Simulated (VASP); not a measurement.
# Co (P6_3/mmc) in VASP: a series of runs

Co is run at these levels: PBE; tasks: single point.

Program: VASP 6.6.1. These are calculated values, not measurements. Logs are shortened: lines on timing, memory, paths and dates and some standing lists are left out, and cuts for length are marked.

**1. The cell of the first run**

Symmetry: P6_3/mmc, No. 194, hexagonal system. The conventional cell has a = 2.403 Å, b = 2.403 Å, c = 7.867 Å, α = 90.00°, β = 90.00°, γ = 120.00°. Within 3.2 Å of Co (site symmetry -3m) lie 12 Co at 2.40 to 2.41 Å. Co (site symmetry -6m2) has 12 Co at 2.40 to 2.41 Å within 3.2 Å.

**2. Single point, PBE, collinear spin, ferromagnetic start**

File INCAR:

```
ALGO = Normal ; EDIFF = 1E-6
ENCUT = 520 ; GGA = PE
ISIF = 2 ; ISMEAR = -1
ISPIN = 2 ; LASPH = True
LCHARG = False ; LMAXMIX = 4
LORBIT = 11 ; LREAL = False
LWAVE = False ; MAGMOM = 2.5 2.5 2.5 2.5
NBANDS = 30 ; NELM = 150
PREC = Accurate ; SIGMA = 0.15
```

File KPOINTS:

```
k-points
0
Gamma
  11 11 3
```

File POSCAR:

```
Co
1.0
    2.4028407817      0.0000000000      0.0000000000
   -1.2014203909      2.0809211552      0.0000000000
    0.0000000000      0.0000000000      7.8665258177
Co
4
Direct
    0.0000000000      0.0000000000      0.0000000000
    0.3333333333      0.6666666667      0.2500000000
    0.0000000000      0.0000000000      0.5000000000
    0.6666666667      0.3333333333      0.7500000000
```

Potentials or basis: VASP PAW PBE potentials, release 64 (Co).

Started as:

```
cat potpaw_PBE.64/Co/POTCAR > POTCAR
mpirun -np 1 vasp_std > vasp.out
```

OUTCAR:

```text
EDIFF = 1E-6
   ENCUT = 520
   GGA = PE
   ISIF = 2
   ISMEAR = -1
   ISPIN = 2
   LASPH = True
   LORBIT = 11
   LREAL = False
   NELM = 150
   PREC = Accurate

 ion  position               nearest neighbor table
   1  0.000  0.000  0.000-   2 2.41   4 2.41   4 2.41   2 2.41   4 2.41   2 2.41
   2  0.333  0.667  0.250-   1 2.41   3 2.41   1 2.41   3 2.41   1 2.41   3 2.41
   3  0.000  0.000  0.500-   2 2.41   4 2.41   4 2.41   2 2.41   4 2.41   2 2.41
   4  0.667  0.333  0.750-   1 2.41   3 2.41   1 2.41   3 2.41   1 2.41   3 2.41

  LATTYP: Found a hexagonal cell.
 ALAT       =     2.4028407817
 C/A-ratio  =     3.2738439757

  Lattice vectors:

 A1 = (   2.4028407817,   0.0000000000,   0.0000000000)
 A2 = (  -1.2014203909,   2.0809211552,   0.0000000000)
 A3 = (   0.0000000000,   0.0000000000,   7.8665258177)

Analysis of symmetry for initial positions (statically):
=====================================================================
 Subroutine PRICEL returns:
 Original cell was already a primitive cell.

 Routine SETGRP: Setting up the symmetry group for a
 hexagonal supercell.

 Subroutine GETGRP returns: Found 24 space group operations
 (whereof 12 operations were pure point group operations)
 out of a pool of 24 trial point group operations.

The static configuration has the point symmetry D_3d.
 The point group associated with its full space group is D_6h.

Analysis of symmetry for dynamics (positions and initial velocities):
=====================================================================
 Subroutine PRICEL returns:
 Original cell was already a primitive cell.

 Routine SETGRP: Setting up the symmetry group for a
 hexagonal supercell.

 Subroutine GETGRP returns: Found 24 space group operations
 (whereof 12 operations were pure point group operations)
 out of a pool of 24 trial point group operations.

The dynamic configuration has the point symmetry D_3d.
 The point group associated with its full space group is D_6h.

Analysis of structural, dynamic, and magnetic symmetry:
=====================================================================
 Subroutine PRICEL returns:
 Original cell was already a primitive cell.

 Routine SETGRP: Setting up the symmetry group for a
 hexagonal supercell.

 Subroutine GETGRP returns: Found 24 space group operations
 (whereof 12 operations were pure point group operations)
 out of a pool of 24 trial point group operations.

The overall configuration has the point symmetry D_3d.
 The point group associated with its full space group is D_6h.

 Subroutine INISYM returns: Found 24 space group operations
 (whereof 12 operations are pure point group operations),
 and found     1 'primitive' translations

----------------------------------------------------------------------------------------

                                     Primitive cell

  volume of cell :      39.3336

  direct lattice vectors                    reciprocal lattice vectors
     2.402840782  0.000000000  0.000000000     0.416174058  0.240278205  0.000000000
    -1.201420391  2.080921155  0.000000000     0.000000000  0.480556410  0.000000000
     0.000000000  0.000000000  7.866525818     0.000000000  0.000000000  0.127120920

  length of vectors
     2.402840782  2.402840779  7.866525818     0.480556410  0.480556410  0.127120920

  position of ions in fractional coordinates (direct lattice)
     0.000000000  0.000000000  0.000000000
     0.333333333  0.666666667  0.250000000
     0.000000000  0.000000000  0.500000000
     0.666666667  0.333333333  0.750000000

  ion indices of the primitive-cell ions
   primitive index   ion index
                 1           1
                 2           2
                 3           3
                 4           4

----------------------------------------------------------------------------------------

 KPOINTS: k-points

Automatic generation of k-mesh.
 Grid dimensions read from file:
 generate k-points for:   11   11    3

 Generating k-lattice:

  Cartesian coordinates                     Fractional coordinates (reciprocal lattice)
     0.037834005  0.021843473  0.000000000     0.090909091  0.000000000  0.000000000
     0.000000000  0.043686946  0.000000000     0.000000000  0.090909091  0.000000000
     0.000000000  0.000000000  0.042373640     0.000000000  0.000000000  0.333333333

  Length of vectors
     0.043686946  0.043686946  0.042373640

  Shift w.r.t. Gamma in fractional coordinates (k-lattice)
     0.000000000  0.000000000  0.000000000

 Subroutine IBZKPT returns following result:
 ===========================================

 Found     32 irreducible k-points:

 Following reciprocal coordinates:
            Coordinates               Weight
  0.000000  0.000000  0.000000      1.000000
  0.090909 -0.000000  0.000000      6.000000
  0.181818 -0.000000  0.000000      6.000000
  0.272727  0.000000  0.000000      6.000000
  0.363636  0.000000  0.000000      6.000000
  0.454545 -0.000000  0.000000      6.000000
[... 16 lines left out ...]
  0.090909  0.090909  0.333333     12.000000
  0.181818  0.090909  0.333333     24.000000
 [... further k-points ...]
   k-points           NKPTS =     32   k-points in BZ     NKDIM =     32   number of bands    NBANDS=     30
   number of dos      NEDOS =    301   number of ions     NIONS =      4
   total plane-waves  NPLWV =  19440
   dimension x,y,z NGX =    18 NGY =   18 NGZ =   60
   dimension x,y,z NGXF=    36 NGYF=   36 NGZF=  120
   ions per type =               4
   NGX,Y,Z   is equivalent  to a cutoff of  12.45, 12.45, 12.68 a.u.
   NGXF,Y,Z  is equivalent  to a cutoff of  24.91, 24.91, 25.36 a.u.
 SYSTEM =  unknown system
   PREC   = accura    normal or accurate (medium, high low for compatibility)
   ISTART =      0    job   : 0-new  1-cont  2-samecut
   ICHARG =      2    charge: 1-file 2-atom 10-const
   ISPIN  =      2    spin polarized calculation?
   LNONCOLLINEAR =      F non collinear calculations
   LSORBIT =      F    spin-orbit coupling
   LASPH  =      T    aspherical Exc in radial PAW
   ENCUT  =  520.0 eV  38.22 Ry    6.18 a.u.   4.47  4.47 14.63*2*pi/ulx,y,z
   NELM   =    150;   NELMIN=  2; NELMDL= -5     # of ELM steps
   EDIFF  = 0.1E-05   stopping-criterion for ELM
   LREAL  =      F    real-space projection
   EDIFFG = 0.1E-04   stopping-criterion for IOM
   NSW    =      0    number of steps for IOM
   IBRION =     -1    ionic relax: 0-MD 1-quasi-New 2-CG
   NFREE  =      0    steps in history (QN), initial steepest desc. (CG)
   ISIF   =      2    stress and relaxation
   ISYM   =      2    0-nonsym 1-usesym 2-fastsym
   POTIM  = 0.5000    time-step for ionic-motion
   TEBEG  =    0.0;   TEEND  =   0.0 temperature during run
   PSTRESS=    0.0 pullay stress
   NELECT =      36.0000    total number of electrons
   NUPDOWN=      -1.0000    fix difference up-down
   EMIN   =  10.00;   EMAX   =-10.00  energy-range for DOS
   EFERMI =   0.00;   METHOD = LEGACY
   ISMEAR =    -1;   SIGMA  =   0.15  broadening in eV -4-tet -1-fermi 0-gaus
   EFERMI_NEDOS =   21; number of points for ismear=-14 and -15
   IALGO  =     38    algorithm
   IMIX   =      4    mixing-type and parameters
     AMIX     =   0.40;   BMIX     =  1.00
     AMIX_MAG =   1.60;   BMIX_MAG =  1.00
  volume/ion in A,a.u.               =       9.83        66.36
  Fermi-wavevector in a.u.,A,eV,Ry     =   1.589478  3.003678 34.374299  2.526440
  Thomas-Fermi vector in A             =   2.688321
   LORBIT       =     11    0 simple, 1 ext, 2 COOP (PROOUT), +10 PAW based schemes
   GGA     = PE    functional components
   LHFCALC =     F    Hartree Fock is set to
   AEXX    =    0.0000 exact exchange contribution
   IVDW    =     0    specifies the selected vdW correction
   LEPSILON=     F    determine dielectric tensor
   LRPA    =     F    only Hartree local field effects (RPA)
 spin polarized calculation
  energy-cutoff  :      520.00
  volume of cell :       39.33
 maximum number of plane-waves:      1091
 NGX is ok and might be reduce to    18
   NGX =  9   NGY =  9   NGZ = 29

 number of electron      36.0000000 magnetization      10.0000000

 number of electron      36.0000018 magnetization       5.9950694

 Free energy of the ion-electron system (eV)
  ---------------------------------------------------
  ext. energy  EPLUGINS =         0.00000000
  ---------------------------------------------------
  free energy    TOTEN  =       -27.96430234 eV

  energy without entropy =      -27.64665025  energy(sigma->0) =      -27.80547629

 E-fermi :  11.7735     XC(G=0): -13.9941

 val. band max:       11.7700950558   @ k =   0.0909  -0.0000   0.3333
 cond. band min:      11.7817626503   @ k =   0.2727   0.0909   0.0000
 fundamental gap:      0.0116675945
 Fermi energy:        11.7735305823

 spin component 1

 k-point     1 :       0.0000    0.0000    0.0000
  band No.  band energies     occupation
      1       2.2170      1.00000
      2       4.5612      1.00000
      3       4.5772      1.00000
      4       6.1285      1.00000
      5       8.5737      1.00000
      6       8.5970      1.00000
[... 781 lines left out ...]
     29      29.3974      0.00000
     30      30.0194      0.00000

 [... further k-points ...]

 spin component 2

 k-point     1 :       0.0000    0.0000    0.0000
  band No.  band energies     occupation
      1       2.2454      1.00000
      2       4.6702      1.00000
      3       4.6726      1.00000
      4       6.9795      1.00000
      5       9.7882      1.00000
      6       9.8410      1.00000
[... 781 lines left out ...]
     29      29.7312      0.00000
     30      30.3591      0.00000

 [... further k-points ...]
[... 5 lines left out ...]
  --------------------------------------------------------------------------------------
  -------------------------------------------------------------------------------------
  Total        6.6608363      6.6608363      5.8143254     -0.0000000      0.0000000      0.0000000
  in kB      271.3162173    271.3162166    236.8352408     -0.0000000      0.0000000      0.0000000
  external PRESSURE =     259.8225582 kB  Pullay stress =       0.0000000 kB

 VOLUME and BASIS-vectors are now :
 -----------------------------------------------------------------------------
  energy-cutoff  :      520.00
  volume of cell :       39.33
      direct lattice vectors                 reciprocal lattice vectors
     2.402840782  0.000000000  0.000000000     0.416174058  0.240278205  0.000000000
    -1.201420391  2.080921155  0.000000000     0.000000000  0.480556410  0.000000000
     0.000000000  0.000000000  7.866525818     0.000000000  0.000000000  0.127120920

 POSITION                                       TOTAL-FORCE (eV/Angst)
 -----------------------------------------------------------------------------------
      0.00000      0.00000      0.00000        -0.000000      0.000000      0.000000
     -0.00000      1.38728      1.96663        -0.000000      0.000000     -0.000000
      0.00000      0.00000      3.93326        -0.000000      0.000000      0.000000
      1.20142      0.69364      5.89989         0.000000     -0.000000      0.000000
 -----------------------------------------------------------------------------------
    total drift:                                0.000000     -0.000000      0.000000

  FREE ENERGIE OF THE ION-ELECTRON SYSTEM (eV)
  ---------------------------------------------------
  free  energy   TOTEN  =       -27.9643023360 eV

  energy  without entropy=      -27.6466502462  energy(sigma->0) =      -27.80547629

 total charge

# of ion       s       p       d       tot
------------------------------------------
    1        0.534   0.612   7.340   8.486
    2        0.533   0.615   7.334   8.482
    3        0.534   0.612   7.340   8.486
    4        0.533   0.615   7.334   8.482
--------------------------------------------------
tot          2.135   2.453  29.348  33.937

 magnetization (x)

# of ion       s       p       d       tot
------------------------------------------
    1       -0.015  -0.050   1.557   1.492
    2       -0.014  -0.051   1.569   1.504
    3       -0.015  -0.050   1.557   1.492
    4       -0.014  -0.051   1.569   1.504
--------------------------------------------------
tot         -0.058  -0.201   6.253   5.994
```

It took 1.8 min on 1 thread of Intel Xeon Platinum 8488C (Sapphire Rapids), shared host; peak memory 0.19 GiB.

What came out:

```yaml
Free_energy: -27.9643 eV
Pressure: 26.0 GPa
Band_gap_on_the_k_mesh: zero (filled and empty bands overlap)
Net_moment: 6.00 μB per cell
Site_moments: Co +1.49, +1.50 (each value once) μB
Valence_electrons_inside_the_program's_atomic_spheres: Co 8.49, 8.48 (each value once)
```

Caveat: the cell stands under pressure.

[end of part 1 of 2]

The gap in the log of VASP goes by the Fermi energy; the results here count the filled bands.